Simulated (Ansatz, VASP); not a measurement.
# Au: VASP beside Ansatz

Contents of INCAR:

```
PREC     = Accurate       # precision mode
ENCUT    = 500            # plane-wave cutoff, eV
EDIFF    = 1E-6           # SCF threshold, eV
ISMEAR   = -1             # smearing method
SIGMA    = 0.05           # smearing width, eV
LREAL    = F              # projectors in reciprocal space
LASPH    = T              # aspherical terms in the spheres
NELM     = 120            # most SCF steps
ALGO     = Normal         # electronic algorithm
ISIF     = 2              # what is computed and relaxed
LWAVE    = F              # write WAVECAR
LCHARG   = F              # write CHGCAR
GGA      = PE             # functional
NBANDS   = 18             # bands
GGA_COMPAT= F
```

File KPOINTS:

```
regular mesh
0
Gamma
  10 10 10
```

POSCAR

```
Au
1.0
    0.0000000000      3.0803033950      3.0803033950
    3.0803033950      0.0000000000      3.0803033950
    3.0803033950      3.0803033950      0.0000000000
Au
2
Direct
    0.0000000000      0.0000000000      0.0000000000
    0.2500000000      0.2500000000      0.2500000000
```

Input for Ansatz:

```yaml
crystal:
  lattice:
    - [0.0, 3.080303395, 3.080303395]
    - [3.080303395, 0.0, 3.080303395]
    - [3.080303395, 3.080303395, 0.0]
  atoms:
    - { symbol: Au, position: [0.0, 0.0, 0.0] }
    - { symbol: Au, position: [0.25, 0.25, 0.25] }
kpoints:
  mp_grid: { grid: [10, 10, 10] }
  band_path:
    path:
      - [0.0, 0.0, 0.0]
      - [0.5, 0.0, 0.5]
      - [0.625, 0.25, 0.625]
      - [0.375, 0.375, 0.75]
      - [0.0, 0.0, 0.0]
      - [0.5, 0.5, 0.5]
      - [0.5, 0.25, 0.75]
      - [0.5, 0.0, 0.5]
    npoints: 5
scf:
  occupations: { method: fermi_dirac, width: 0.05 }
hamiltonian:
  xc: pbe
  pseudopotentials:
    kind: all_electron
    lapw: { basis_error: 0.0005 }
    relativity: none
output:
  forces: true
  stress: true
  eigenvalues: true
```

Alike in both runs: task single point; functional PBE; k mesh 10 × 10 × 10; occupations fermi-dirac, width 0.05 eV; no spin polarisation.

```csv
,VASP,Ansatz
version,VASP 6.6.1,Ansatz 0.2.0
potentials or method,"VASP PAW PBE potentials, release 64 (Au), cutoff 500 eV","all-electron LAPW, non-relativistic"
```

|  | VASP | Ansatz | Ansatz less VASP |
| --- | --- | --- | --- |
| pressure (GPa) | -0.1 | 11.3 | +11.38 |

One of these differences is far larger than is usual between the two programs; its cause wasn't traced. Ansatz ran all-electron here, and VASP with PAW potentials.

Spin-orbit coupling is off throughout.
